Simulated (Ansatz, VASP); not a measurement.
One calculation of Au, two programs

Contents of INCAR:

```
PREC = Accurate ; ENCUT = 520
EDIFF = 1E-6 ; ISMEAR = -1
SIGMA = 0.1 ; LREAL = F
LASPH = T ; NELM = 60
ALGO = Normal ; ISIF = 2
LWAVE = F ; LCHARG = F
GGA = RE ; NBANDS = 30
```

The input KPOINTS:

```
regular mesh
0
Gamma
  14 14 4
```

File POSCAR:

```
Au
1.0
    2.9371707011      0.0000000000      0.0000000000
   -1.4685853505      2.5436644424      0.0000000000
    0.0000000000      0.0000000000      9.8298515015
Au
4
Direct
    0.0000000000      1.0000000000      1.0000000000
    0.0000000000      1.0000000000      0.5000000000
    0.3333333333      0.6666666667      0.2500000000
    0.6666666667      0.3333333333      0.7500000000
```

Input for Ansatz:

```yaml
crystal:
  lattice:
    - [2.9371707011, 0.0, 0.0]
    - [-1.4685853505, 2.5436644424, 0.0]
    - [0.0, 0.0, 9.8298515015]
  atoms:
    - { symbol: Au, position: [0.0, 1.0, 1.0] }
    - { symbol: Au, position: [0.0, 1.0, 0.5] }
    - { symbol: Au, position: [0.3333333333, 0.6666666667, 0.25] }
    - { symbol: Au, position: [0.6666666667, 0.3333333333, 0.75] }
hamiltonian:
  xc: revpbe
  pseudopotentials:
    kind: paw
    azcp:
      Au: "pseudopotentials/Au.paw.azcp"
basis:
  ecutwfc: 420
  fft_grid_basis: typed
kpoints:
  mp_grid: { grid: [14, 14, 4], shift: [0, 0, 0] }
magnetization:
  spin_polarized: false
scf:
  occupations: { method: fermi_dirac, width: 0.1 }
  lower_state_search: "off"
output:
  stress: true
  write_density: true
  write_potential: true
  elf: true
  volumetric_format: npy
```

Alike in both runs: task single point; functional revPBE; k mesh 14 × 14 × 4; occupations fermi-dirac, width 0.1 eV; no spin polarisation.

|  | VASP | Ansatz |
| --- | --- | --- |
| version | VASP 6.6.1 | Ansatz 0.2.0 |
| potentials or method | VASP PAW PBE potentials, release 64 (Au), cutoff 520 eV | plane waves (420 eV) with PAW, scalar-relativistic |
| valence electrons in the cell | 44 | 76 |

VASP gave:

- pressure (GPa): -0.1
- traceless stress, the component that is largest in VASP (GPa): -0.51

Problem. Which values does Ansatz return?

Solution. Pressure (GPa): 0.1; traceless stress, the component that is largest in VASP (GPa): -0.50.

VASP's potentials were made for PBE, not for revPBE. VASP's potentials hold 44 valence electrons a cell and Ansatz's 76, so a difference there can come from the potentials and not from the codes.

Spin-orbit coupling is off throughout.
